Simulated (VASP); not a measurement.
The system is Sc3SiF.

```xyz
10
Lattice="5.9329 0.0000 0.0000 -2.9664 5.1380 0.0000 0.0000 0.0000 5.0910" Properties=species:S:1:pos:R:3 pbc="T T T"
Sc    2.9664    3.4750    1.2728
Sc    4.4927    0.8315    1.2728
Sc    1.5263    4.3065    3.8183
Sc    0.0000    1.6630    3.8183
Sc    1.4402    0.8315    1.2728
Sc   -1.5263    4.3065    3.8183
Si    0.0000    3.4254    1.2728
Si    2.9664    1.7127    3.8183
F     0.0000    0.0000    2.5455
F     0.0000    0.0000    0.0000
```

| Item | Value |
| --- | --- |
| Program | VASP 6.6.1 |
| Task | relaxation of cell and atoms |
| Functional | PBE |
| Potentials or basis | VASP PAW PBE potentials, release 64 (Sc_sv, Si, F) |
| Cutoff | 600 eV |
| k mesh | 3 × 3 × 4 |
| Occupations | gaussian, width 0.1 eV |
| Spin | no spin polarisation |

At the start: pressure 13.1 GPa; volume 15.52 Å³/atom.

Problem. Where does the relaxation end?

Solution. Over 8 steps the energy falls by 313.3 meV/atom and the volume is 16.63 Å³/atom (+7.2 %); space group P6_3/mmc (No. 194, to 0.05 Å).

The path:
| step | energy change (eV) | largest force (eV/Å) | pressure (GPa) | volume (Å³) |
| --- | --- | --- | --- | --- |
| 1 | 0.0000 | 4.2873 | 13.10 | 155.19 |
| 2 | -2.4901 | 0.2965 | -7.04 | 185.38 |
| 3 | -2.7082 | 0.4785 | -4.45 | 177.61 |
| 4 | -2.7088 | 0.5338 | -4.27 | 177.15 |
| 5 | -3.0594 | 0.0463 | -0.63 | 168.04 |
| 6 | -3.0822 | 0.2227 | 0.68 | 165.51 |
| 7 | -3.1297 | 0.0471 | 0.29 | 166.13 |
| 8 | -3.1331 | 0.0077 | 0.17 | 166.33 |

Final structure:
```
Sc Si F
1.0
     6.29304    0.00000    0.00000
    -3.14652    5.44993    0.00000
     0.00000    0.00000    4.84971
Sc Si F
6 2 2
Direct
  0.81911 0.63823 0.25000
  0.81911 0.18089 0.25000
  0.63823 0.81911 0.75000
  0.18089 0.36177 0.75000
  0.36177 0.18089 0.25000
  0.18089 0.81911 0.75000
  0.33333 0.66667 0.25000
  0.66667 0.33333 0.75000
  0.00000 0.00000 0.50000
  0.00000 0.00000 0.00000
```

Caveat: the k points lie up to 0.38 Å⁻¹ apart in the final cell.
